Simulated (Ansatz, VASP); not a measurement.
**KF in VASP and in Ansatz**

```xyz
2
Lattice="0.0000 2.7590 2.7590 2.7590 0.0000 2.7590 2.7590 2.7590 0.0000" Properties=species:S:1:pos:R:3 pbc="T T T"
K     0.0000    0.0000    0.0000
F     2.7590    2.7590    2.7590
```

Alike in both runs: task single point; functional revPBE; k mesh 8 × 8 × 8; occupations gaussian, width 0.05 eV; no spin polarisation.

```csv
,VASP,Ansatz
version,VASP 6.6.1,Ansatz 0.2.0
potentials or method,"VASP PAW PBE potentials, release 64 (K_sv, F), cutoff 520 eV","scalar-relativistic, plane waves, PAW"
valence electrons in the cell,16,16
```

|  | VASP | Ansatz | Ansatz less VASP |
| --- | --- | --- | --- |
| gap on the k mesh at the Fermi level (eV) | 5.99 | 6.00 | +0.012 |
| least direct gap on the mesh (eV) | 5.99 | 6.00 | +0.012 |
| pressure (GPa) | 0.5 | 0.5 | +0.02 |

VASP's potentials were made for PBE, not for revPBE.
